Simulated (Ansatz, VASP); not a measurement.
**Two plane-wave programs on ZnCd2Se2S**

```
Zn Cd Se S
1.0
     5.15576    0.00000    0.00000
     0.00000    5.15576    0.00000
     0.00000    0.00000    5.57281
Zn Cd Se S
1 2 2 1
Direct
  0.00000 0.00000 0.50000
  0.50000 0.50000 0.73849
  0.50000 0.50000 0.26151
  0.50000 0.00000 0.00000
  0.00000 0.50000 0.00000
  0.00000 0.00000 0.00000
```

Change from the starting cell: species swapped into the CeSi2Mo2C type (P4/mmm, No. 123).

Alike in both runs: functional PBE; k mesh 4 × 4 × 4; occupations gaussian, width 0.1 eV; no spin polarisation.

Ansatz relaxed the structure, and its values are those at the end. VASP's run is a single point on that final structure, the one shown.

|  | VASP | Ansatz |
| --- | --- | --- |
| version | VASP 6.6.1 | Ansatz 0.2.0 |
| potentials or method | VASP PAW PBE potentials, release 64 (Zn, Cd, Se, S), cutoff 520 eV | scalar-relativistic, plane waves, PAW |
| valence electrons in the cell | 54 | 90 |

```csv
,VASP,Ansatz,Ansatz less VASP
gap on the k mesh at the Fermi level (eV),none,none,-
pressure (GPa),0.4,0.2,-0.16
```

A gap of «none» marks a metal or a gap that the smearing closes. VASP's potentials hold 54 valence electrons a cell and Ansatz's 90, so a difference there can come from the potentials and not from the codes.
